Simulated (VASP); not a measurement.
# Si6C in VASP: a series of runs

Si6C is run at these levels: PBE; tasks: single point.

Everything below comes from runs of VASP 6.6.1. Logs are shortened: lines on timing, memory, paths and dates and some standing lists are left out, and cuts for length are marked.

## 1. The cell of the first run

The cell holds a slab with vacuum, 7 atoms: a = 3.851 Å, b = 3.851 Å, c = 22.532 Å, α = 90.00°, β = 90.00°, γ = 120.00°.

## 2. Single point, PBE, collinear spin

File INCAR:

```
SYSTEM = Si6C
PREC = Accurate ; ENCUT = 520
EDIFF = 1E-7 ; ISMEAR = 0
SIGMA = 0.05 ; LREAL = .FALSE.
LASPH = .TRUE. ; NELM = 150
ALGO = Normal ; ISIF = 2
LWAVE = .FALSE. ; LCHARG = .FALSE.
ISPIN = 2 ; MAGMOM = 0 0 0 0 0 0 2
LORBIT = 11 ; LDIPOL = .TRUE.
IDIPOL = 3 ; DIPOL = 0.5 0.5 0.368
GGA = PE ; NBANDS = 27
```

File KPOINTS:

```
regular mesh
0
G
  9 9 1
  0 0 0
```

File POSCAR:

```
Si6C
1.0
    3.8510822306      0.0000000000      0.0000000000
   -1.9255411153      3.3351350437      0.0000000000
    0.0000000000      0.0000000000     22.5320434164
Si C
6 1
Direct
    0.6666666667      0.3333333333      0.1775249553
    0.3333333333      0.6666666667      0.2130781056
    0.3333333333      0.6666666667      0.3187611699
    0.6666666667      0.3333333333      0.3526876073
    0.6666666667      0.3333333333      0.4598253220
    0.3333333333      0.6666666667      0.4896157536
    0.3333333333      0.8333333333      0.5669722733
```

Potentials or basis: VASP PAW PBE potentials, release 64 (Si, C).

Started as:

```
$ cat potpaw_PBE.64/Si/POTCAR potpaw_PBE.64/C/POTCAR > POTCAR
$ mpirun -np 1 vasp_std > vasp.out
```

OUTCAR:

```text
SYSTEM = Si6C
   PREC = Accurate
   ENCUT = 520
   EDIFF = 1E-7
   ISMEAR = 0
   LREAL = .FALSE.
   LASPH = .TRUE.
   NELM = 150
   ISIF = 2
   ISPIN = 2
   LORBIT = 11
   GGA = PE

 ion  position               nearest neighbor table
   1  0.667  0.333  0.178-   2 2.36   2 2.36   2 2.36
   2  0.333  0.667  0.213-   1 2.36   1 2.36   1 2.36   3 2.38
   3  0.333  0.667  0.319-   4 2.35   4 2.35   4 2.35   2 2.38
   4  0.667  0.333  0.353-   3 2.35   3 2.35   3 2.35   5 2.41
   5  0.667  0.333  0.460-   6 2.32   6 2.32   6 2.32   4 2.41
   6  0.333  0.667  0.490-   7 1.86   5 2.32   5 2.32   5 2.32
   7  0.333  0.833  0.567-   6 1.86

  LATTYP: Found a hexagonal cell.
 ALAT       =     3.8510822306
 C/A-ratio  =     5.8508341467

  Lattice vectors:

 A1 = (   3.8510822306,   0.0000000000,   0.0000000000)
 A2 = (  -1.9255411153,   3.3351350437,   0.0000000000)
 A3 = (   0.0000000000,   0.0000000000,  22.5320434164)

Analysis of symmetry for initial positions (statically):
=====================================================================
 Subroutine PRICEL returns:
 Original cell was already a primitive cell.

 Routine SETGRP: Setting up the symmetry group for a
 hexagonal supercell.

 Subroutine GETGRP returns: Found  1 space group operations
 (whereof  1 operations were pure point group operations)
 out of a pool of 24 trial point group operations.

The static configuration has the point symmetry C_1 .

Analysis of symmetry for dynamics (positions and initial velocities):
=====================================================================
 Subroutine PRICEL returns:
 Original cell was already a primitive cell.

 Routine SETGRP: Setting up the symmetry group for a
 hexagonal supercell.

 Subroutine GETGRP returns: Found  1 space group operations
 (whereof  1 operations were pure point group operations)
 out of a pool of 24 trial point group operations.

The dynamic configuration has the point symmetry C_1 .

Analysis of structural, dynamic, and magnetic symmetry:
=====================================================================
 Subroutine PRICEL returns:
 Original cell was already a primitive cell.

 Routine SETGRP: Setting up the symmetry group for a
 hexagonal supercell.

 Subroutine GETGRP returns: Found  1 space group operations
 (whereof  1 operations were pure point group operations)
 out of a pool of 24 trial point group operations.

The overall configuration has the point symmetry C_1 .

 Subroutine INISYM returns: Found  1 space group operations
 (whereof  1 operations are pure point group operations),
 and found     1 'primitive' translations

----------------------------------------------------------------------------------------

                                     Primitive cell

  volume of cell :     289.3988

  direct lattice vectors                    reciprocal lattice vectors
     3.851082231  0.000000000  0.000000000     0.259667268  0.149918967  0.000000000
    -1.925541115  3.335135044  0.000000000     0.000000000  0.299837934  0.000000000
     0.000000000  0.000000000 22.532043416     0.000000000  0.000000000  0.044381239

  length of vectors
     3.851082231  3.851082231 22.532043416     0.299837934  0.299837934  0.044381239

  position of ions in fractional coordinates (direct lattice)
     0.666666667  0.333333333  0.177524955
     0.333333333  0.666666667  0.213078106
     0.333333333  0.666666667  0.318761170
     0.666666667  0.333333333  0.352687607
     0.666666667  0.333333333  0.459825322
     0.333333333  0.666666667  0.489615754
     0.333333333  0.833333333  0.566972273

  ion indices of the primitive-cell ions
   primitive index   ion index
                 1           1
                 2           2
                 3           3
                 4           4
                 5           5
                 6           6
                 7           7

----------------------------------------------------------------------------------------

 KPOINTS: regular mesh
[... 54 lines left out ...]
   dimension x,y,z NGXF=    60 NGYF=   60 NGZF=  336
   ions per type =               6   1
   NGX,Y,Z   is equivalent  to a cutoff of  12.95, 12.95, 12.40 a.u.
   NGXF,Y,Z  is equivalent  to a cutoff of  25.90, 25.90, 24.79 a.u.
 SYSTEM =  Si6C
   PREC   = accura    normal or accurate (medium, high low for compatibility)
   ISTART =      0    job   : 0-new  1-cont  2-samecut
   ICHARG =      2    charge: 1-file 2-atom 10-const
   ISPIN  =      2    spin polarized calculation?
   LNONCOLLINEAR =      F non collinear calculations
   LSORBIT =      F    spin-orbit coupling
   LASPH  =      T    aspherical Exc in radial PAW
   ENCUT  =  520.0 eV  38.22 Ry    6.18 a.u.   7.16  7.16 41.89*2*pi/ulx,y,z
   NELM   =    150;   NELMIN=  2; NELMDL= -5     # of ELM steps
   EDIFF  = 0.1E-06   stopping-criterion for ELM
   LREAL  =      F    real-space projection
   EDIFFG = 0.1E-05   stopping-criterion for IOM
   NSW    =      0    number of steps for IOM
   IBRION =     -1    ionic relax: 0-MD 1-quasi-New 2-CG
   NFREE  =      0    steps in history (QN), initial steepest desc. (CG)
   ISIF   =      2    stress and relaxation
   ISYM   =      2    0-nonsym 1-usesym 2-fastsym
   POTIM  = 0.5000    time-step for ionic-motion
   TEBEG  =    0.0;   TEEND  =   0.0 temperature during run
   PSTRESS=    0.0 pullay stress
   NELECT =      28.0000    total number of electrons
   NUPDOWN=      -1.0000    fix difference up-down
   EMIN   =  10.00;   EMAX   =-10.00  energy-range for DOS
   EFERMI =   0.00;   METHOD = LEGACY
   ISMEAR =     0;   SIGMA  =   0.05  broadening in eV -4-tet -1-fermi 0-gaus
   EFERMI_NEDOS =   21; number of points for ismear=-14 and -15
   IALGO  =     38    algorithm
   IMIX   =      4    mixing-type and parameters
     AMIX     =   0.40;   BMIX     =  1.00
     AMIX_MAG =   1.60;   BMIX_MAG =  1.00
  volume/ion in A,a.u.               =      41.34       278.99
  Fermi-wavevector in a.u.,A,eV,Ry     =   0.751557  1.420237  7.685086  0.564838
  Thomas-Fermi vector in A             =   1.848566
   LORBIT       =     11    0 simple, 1 ext, 2 COOP (PROOUT), +10 PAW based schemes
   GGA     = PE    functional components
   LHFCALC =     F    Hartree Fock is set to
   AEXX    =    0.0000 exact exchange contribution
   IVDW    =     0    specifies the selected vdW correction
   LEPSILON=     F    determine dielectric tensor
   LRPA    =     F    only Hartree local field effects (RPA)
 spin polarized calculation
 Gauss-broadening in eV      SIGMA  =   0.05
  energy-cutoff  :      520.00
  volume of cell :      289.40
 maximum number of plane-waves:      7845
 NGX is ok and might be reduce to    30
   NGX = 15   NGY = 15   NGZ = 83

 number of electron      28.0000001 magnetization       1.0127623

 dipolmoment           0.000000      0.000000      0.164626 electrons x Angstroem

 Free energy of the ion-electron system (eV)
  ---------------------------------------------------
  ext. energy  EPLUGINS =         0.00000000
  ---------------------------------------------------
  free energy    TOTEN  =       -34.41214152 eV

  energy without entropy =      -34.40509019  energy(sigma->0) =      -34.40861585

 E-fermi :  -0.7708     XC(G=0):  -4.9997

 val. band max:       -0.7743066536   @ k =   0.4444  -0.1111   0.0000
 cond. band min:      -0.7652260726   @ k =   0.1111   0.3333   0.0000
 fundamental gap:      0.0090805809
 Fermi energy:        -0.7708332355

 spin component 1

 k-point     1 :       0.0000    0.0000    0.0000
  band No.  band energies     occupation
      1     -13.0548      1.00000
      2     -12.1546      1.00000
      3     -11.0033      1.00000
      4      -9.6838      1.00000
      5      -6.3106      1.00000
      6      -3.9359      1.00000
[... 685 lines left out ...]
     25       5.3001      0.00000
     26       5.7390      0.00000

 [... further k-points ...]

 spin component 2

 k-point     1 :       0.0000    0.0000    0.0000
  band No.  band energies     occupation
      1     -12.8325      1.00000
      2     -12.0421      1.00000
      3     -10.9200      1.00000
      4      -9.1168      1.00000
      5      -6.1966      1.00000
      6      -3.7771      1.00000
[... 685 lines left out ...]
     25       5.3772      0.00000
     26       5.8012      0.00000

 [... further k-points ...]

 [bands above 26 left out]

------------------------ aborting loop because EDIFF is reached ----------------------------------------

 vacuum level on the upper side and lower side of the slab       (xc-potential included)         1.130        -1.135

  FORCE on cell =-STRESS in cart. coord.  units (eV):
  Direction    XX          YY          ZZ          XY          YZ          ZX
  --------------------------------------------------------------------------------------
  -------------------------------------------------------------------------------------
  Total        0.6742953      1.0065997      0.5303725     -0.1385219      0.5289976      0.1829634
  in kB        3.7330512      5.5727633      2.9362621     -0.7668882      2.9286503      1.0129269
  external PRESSURE =       4.0806922 kB  Pullay stress =       0.0000000 kB

 VOLUME and BASIS-vectors are now :
 -----------------------------------------------------------------------------
  energy-cutoff  :      520.00
  volume of cell :      289.40
      direct lattice vectors                 reciprocal lattice vectors
     3.851082231  0.000000000  0.000000000     0.259667268  0.149918967  0.000000000
    -1.925541115  3.335135044  0.000000000     0.000000000  0.299837934  0.000000000
     0.000000000  0.000000000 22.532043416     0.000000000  0.000000000  0.044381239

 POSITION                                       TOTAL-FORCE (eV/Angst)
 -----------------------------------------------------------------------------------
      1.92554      1.11171      4.00000         0.001085     -0.024505      0.603361
     -0.00000      2.22342      4.80109        -0.005590      0.026906     -0.762227
     -0.00000      2.22342      7.18234        -0.001101      0.013315     -0.009114
      1.92554      1.11171      7.94677        -0.014030     -0.073119      0.093515
      1.92554      1.11171     10.36080        -0.090281      0.180156     -0.649246
     -0.00000      2.22342     11.03204         0.082378     -0.392928      0.809331
     -0.32092      2.77928     12.77504         0.027539      0.270175     -0.085620
 -----------------------------------------------------------------------------------
    total drift:                                0.000012     -0.000002     -0.000072

  FREE ENERGIE OF THE ION-ELECTRON SYSTEM (eV)
  ---------------------------------------------------
  free  energy   TOTEN  =       -34.4121415184 eV

  energy  without entropy=      -34.4050901868  energy(sigma->0) =      -34.40861585

 vacuum level on the upper side and lower side of the slab         6.363         4.044

 total charge

# of ion       s       p       d       tot
------------------------------------------
    1        0.805   0.836   0.000   1.641
    2        0.756   0.909   0.000   1.665
    3        0.764   0.907   0.000   1.671
    4        0.762   0.914   0.000   1.676
    5        0.770   0.915   0.000   1.685
    6        0.763   0.977   0.000   1.740
    7        1.019   1.089   0.000   2.108
--------------------------------------------------
tot          5.640   6.547   0.000  12.187

 magnetization (x)

# of ion       s       p       d       tot
------------------------------------------
    1       -0.000   0.004   0.000   0.004
    2        0.003  -0.000   0.000   0.002
    3        0.004   0.005   0.000   0.009
    4        0.004   0.008   0.000   0.012
    5        0.017   0.001   0.000   0.018
    6       -0.003  -0.010   0.000  -0.013
    7        0.022   0.392   0.000   0.415
--------------------------------------------------
tot          0.047   0.401   0.000   0.448
```

It took 26 min on 1 thread of Oxide Virtual Turin-like, shared host; peak memory 0.76 GiB.

What came out:

```yaml
Free_energy: -34.4121 eV
Largest_force: 0.903 eV/Å
Net_moment: 1.01 μB per cell
Site_moments: Si +0.00, +0.01, +0.02, -0.01 (each value once); C +0.41 μB
Valence_electrons_inside_the_program's_atomic_spheres: Si 1.64, 1.67, 1.68, 1.69, 1.74 (each value once); C 2.11
```

Forces in eV/Å, atoms in the order of the input:
```
Si   0.001 -0.025  0.603
Si  -0.006  0.027 -0.762
Si  -0.001  0.013 -0.009
Si  -0.014 -0.073  0.094
Si  -0.090  0.180 -0.649
Si   0.082 -0.393  0.809
C    0.028  0.270 -0.086
```

## 3. Single point, PBE, collinear spin

File INCAR:

```
PREC = Accurate
ENCUT = 520
EDIFF = 1E-6
ISMEAR = 0
SIGMA = 0.05
LREAL = False
LASPH = True
NELM = 150
ALGO = Normal
ISIF = 2
LWAVE = False
LCHARG = False
ISPIN = 2
MAGMOM = 0 0 0 0 0 0 2
LORBIT = 11
LDIPOL = True
IDIPOL = 3
DIPOL = 0.5 0.5 0.360
GGA = PE
NBANDS = 27
```

File KPOINTS:

```
regular mesh
0
Gamma
  9 9 1
```

POSCAR: that of step 2 with these lines changed.

```diff
@@ -14,2 +14,2 @@
     0.3333333333      0.6666666667      0.4896157536
-    0.3333333333      0.8333333333      0.5669722733
+    0.8333333333      1.0000000000      0.5072551393
```

Potentials or basis: VASP PAW PBE potentials, release 64 (Si, C).

Started as:

```
$ cat potpaw_PBE.64/Si/POTCAR potpaw_PBE.64/C/POTCAR > POTCAR
$ mpirun -np 1 vasp_std > vasp.out
```

OUTCAR:

```text
PREC = Accurate
   ENCUT = 520
   EDIFF = 1E-6
   ISMEAR = 0
   LREAL = False
   LASPH = True
   NELM = 150
   ISIF = 2
   ISPIN = 2
   LORBIT = 11
   GGA = PE

 ion  position               nearest neighbor table
   1  0.667  0.333  0.178-   2 2.36   2 2.36   2 2.36
   2  0.333  0.667  0.213-   1 2.36   1 2.36   1 2.36   3 2.38
   3  0.333  0.667  0.319-   4 2.35   4 2.35   4 2.35   2 2.38
   4  0.667  0.333  0.353-   3 2.35   3 2.35   3 2.35   5 2.41
   5  0.667  0.333  0.460-   7 2.01   6 2.32   6 2.32   6 2.32   4 2.41   7 2.55
   6  0.333  0.667  0.490-   7 1.74   5 2.32   5 2.32   5 2.32   7 2.35
   7  0.833  0.000  0.507-   6 1.74   5 2.01   6 2.35   5 2.55

  LATTYP: Found a hexagonal cell.
 ALAT       =     3.8510822306
 C/A-ratio  =     5.8508341467

  Lattice vectors:

 A1 = (   3.8510822306,   0.0000000000,   0.0000000000)
 A2 = (  -1.9255411153,   3.3351350437,   0.0000000000)
 A3 = (   0.0000000000,   0.0000000000,  22.5320434164)

Analysis of symmetry for initial positions (statically):
=====================================================================
 Subroutine PRICEL returns:
 Original cell was already a primitive cell.

 Routine SETGRP: Setting up the symmetry group for a
 hexagonal supercell.

 Subroutine GETGRP returns: Found  1 space group operations
 (whereof  1 operations were pure point group operations)
 out of a pool of 24 trial point group operations.

The static configuration has the point symmetry C_1 .

Analysis of symmetry for dynamics (positions and initial velocities):
=====================================================================
 Subroutine PRICEL returns:
 Original cell was already a primitive cell.

 Routine SETGRP: Setting up the symmetry group for a
 hexagonal supercell.

 Subroutine GETGRP returns: Found  1 space group operations
 (whereof  1 operations were pure point group operations)
 out of a pool of 24 trial point group operations.

The dynamic configuration has the point symmetry C_1 .

[... 883 lines left out ...]

 spin component 2

 k-point     1 :       0.0000    0.0000    0.0000
  band No.  band energies     occupation
      1     -14.3892      1.00000
      2     -11.7695      1.00000
      3     -10.5705      1.00000
      4      -7.4594      1.00000
      5      -5.2724      1.00000
      6      -4.3990      1.00000
[... 685 lines left out ...]
     25       5.9952      0.00000
     26       6.3472      0.00000

 [... further k-points ...]

 [bands above 26 left out]

------------------------ aborting loop because EDIFF is reached ----------------------------------------

 vacuum level on the upper side and lower side of the slab       (xc-potential included)         0.177        -0.254

  FORCE on cell =-STRESS in cart. coord.  units (eV):
  Direction    XX          YY          ZZ          XY          YZ          ZX
  --------------------------------------------------------------------------------------
  -------------------------------------------------------------------------------------
  Total        2.3019009      2.3746479      0.0878978      1.2518191      0.1308277     -0.7476932
  in kB       12.7438430     13.1465867      0.4866223      6.9303532      0.7242918     -4.1393985
  external PRESSURE =       8.7923507 kB  Pullay stress =       0.0000000 kB

 VOLUME and BASIS-vectors are now :
 -----------------------------------------------------------------------------
  energy-cutoff  :      520.00
  volume of cell :      289.40
      direct lattice vectors                 reciprocal lattice vectors
     3.851082231  0.000000000  0.000000000     0.259667268  0.149918967  0.000000000
    -1.925541115  3.335135044  0.000000000     0.000000000  0.299837934  0.000000000
     0.000000000  0.000000000 22.532043416     0.000000000  0.000000000  0.044381239

 POSITION                                       TOTAL-FORCE (eV/Angst)
 -----------------------------------------------------------------------------------
      1.92554      1.11171      4.00000        -0.000512      0.004218      0.482005
     -0.00000      2.22342      4.80109         0.004374     -0.000179     -0.614528
     -0.00000      2.22342      7.18234         0.011005      0.013077     -0.004979
      1.92554      1.11171      7.94677         0.081601      0.008721      0.316654
      1.92554      1.11171     10.36080         0.768579      0.731731     -0.919063
     -0.00000      2.22342     11.03204        -1.082035     -2.589273      0.729601
      3.20924      0.00000     11.42949         0.216990      1.831704      0.010310
 -----------------------------------------------------------------------------------
    total drift:                                0.000024     -0.000004     -0.000041

  FREE ENERGIE OF THE ION-ELECTRON SYSTEM (eV)
  ---------------------------------------------------
  free  energy   TOTEN  =       -35.9451610972 eV

  energy  without entropy=      -35.9413244248  energy(sigma->0) =      -35.94324276

 vacuum level on the upper side and lower side of the slab         4.863         4.374

 total charge

# of ion       s       p       d       tot
------------------------------------------
    1        0.797   0.844   0.000   1.640
    2        0.756   0.912   0.000   1.668
    3        0.761   0.914   0.000   1.675
    4        0.759   0.915   0.000   1.675
    5        0.771   0.879   0.000   1.650
    6        0.787   0.899   0.000   1.686
    7        0.955   1.342   0.000   2.297
--------------------------------------------------
tot          5.586   6.706   0.000  12.292

 magnetization (x)

# of ion       s       p       d       tot
------------------------------------------
    1       -0.031  -0.157   0.000  -0.188
    2       -0.003  -0.013   0.000  -0.016
    3       -0.008  -0.033   0.000  -0.041
    4       -0.000  -0.006   0.000  -0.006
    5        0.001  -0.000   0.000   0.000
    6       -0.001   0.002   0.000   0.001
    7        0.002   0.019   0.000   0.021
--------------------------------------------------
tot         -0.041  -0.188   0.000  -0.229
```

It took 21 min on 1 thread of Oxide Virtual Turin-like, shared host; peak memory 0.75 GiB.

What came out:

```
Free energy                                           : -35.9452 eV
Largest force                                         : 2.900 eV/Å
Net moment                                            : -0.68 μB per cell
Site moments                                          : Si -0.19, -0.02, -0.04, -0.01, +0.00 (each value once); C +0.02 μB
Valence electrons inside the program's atomic spheres : Si 1.64, 1.67, 1.68, 1.65, 1.69 (each value once); C 2.30
```

Forces in eV/Å, atoms in the order of the input:
```
Si  -0.001  0.004  0.482
Si   0.004  0.000 -0.615
Si   0.011  0.013 -0.005
Si   0.082  0.009  0.317
Si   0.769  0.732 -0.919
Si  -1.082 -2.589  0.730
C    0.217  1.832  0.010
```

Levels at points of the mesh, in eV from the Fermi level:
Spin up:
| k point | band 11 | band 12 | band 13 | band 14 | band 15 | band 16 | band 17 | band 18 |
| --- | --- | --- | --- | --- | --- | --- | --- | --- |
| (0.00, 0.00, 0.00) | -1.08 | -0.30 | -0.17 | 0.10 | 0.47 | 0.56 | 1.19 | 2.10 |
Spin down:
| k point | band 12 | band 13 | band 14 | band 15 | band 16 | band 17 |
| --- | --- | --- | --- | --- | --- | --- |
| (0.00, 0.00, 0.00) | -0.39 | -0.28 | -0.07 | 0.12 | 0.55 | 1.13 |

Caveat: a moment this small can come from the mesh or the smearing.
